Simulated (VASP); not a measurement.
Set up this calculation in VASP 6.6.1, as the native input.

```
Task                   : single point
Functional             : r2SCAN
Potentials or basis    : VASP PAW PBE potentials, release 64 (Mg, F)
Cutoff                 : 660 eV
k mesh                 : 6 × 6 × 8
Occupations            : fermi-dirac, width 0.1 eV
Spin                   : no spin polarisation
Dipole correction      : no
Further INCAR settings : ALGO = Normal; EDIFF = 1e-06; NBANDS = 25
```

MgF2:

```
CELL_PARAMETERS angstrom
4.66643 0.00000 0.00000
0.00000 4.66643 0.00000
0.00000 0.00000 3.07934
ATOMIC_POSITIONS crystal
Mg 0.00000 0.00000 0.00000
Mg 0.50000 0.50000 0.50000
F 0.30300 0.30300 0.00000
F 0.19700 0.80300 0.50000
F 0.69700 0.69700 0.00000
F 0.80300 0.19700 0.50000
```

The input as run:

POSCAR

```
MgF2
1.0
    4.6664320000      0.0000000000      0.0000000000
    0.0000000000      4.6664320000      0.0000000000
    0.0000000000      0.0000000000      3.0793410000
Mg F
2 4
Direct
    0.0000000000      0.0000000000      0.0000000000
    0.5000000000      0.5000000000      0.5000000000
    0.3030000000      0.3030000000      0.0000000000
    0.1970000000      0.8030000000      0.5000000000
    0.6970000000      0.6970000000      0.0000000000
    0.8030000000      0.1970000000      0.5000000000
```

INCAR.step1

```
  PREC = Accurate
  ENCUT = 660
  ISMEAR = -1
  SIGMA = 0.1
  LREAL = F
  LASPH = T
  NELM = 120
  NBANDS = 25
  GGA = PE
  ALGO = Normal
  EDIFF = 1E-5
  LWAVE = T
  LCHARG = F
  GGA_COMPAT = F
```

INCAR.step2

```
  PREC = Accurate
  ENCUT = 660
  EDIFF = 1E-6
  ISMEAR = -1
  SIGMA = 0.1
  LREAL = F
  LASPH = T
  NELM = 120
  ALGO = Normal
  ISIF = 2
  LWAVE = F
  LCHARG = F
  METAGGA = R2SCAN
  LMIXTAU = T
  NBANDS = 25
  ISTART = 1
  GGA_COMPAT = F
```

KPOINTS

```
Automatic mesh
0
Gamma
  6 6 8
```

Potentials or basis: VASP PAW PBE potentials, release 64 (Mg, F).

The run is started by

```sh
$ cat potpaw_PBE.64/Mg/POTCAR potpaw_PBE.64/F/POTCAR > POTCAR
$ cp INCAR.step1 INCAR
$ mpirun -np 1 vasp_std > vasp.out
$ cp INCAR.step2 INCAR
$ mpirun -np 1 vasp_std > vasp.out
```

It gave:

- Pressure: -4.4 GPa
- Largest force: 0.049 eV/Å
- Band gap on the k mesh: 7.82 eV

Caveat: the cell stands under tension; the PAW data sets were made with another functional, which shifts forces and pressure a little.

Wall time 9 min on 1 thread of Oxide Virtual Turin-like Processor, on a shared host, peak memory 0.24 GiB.
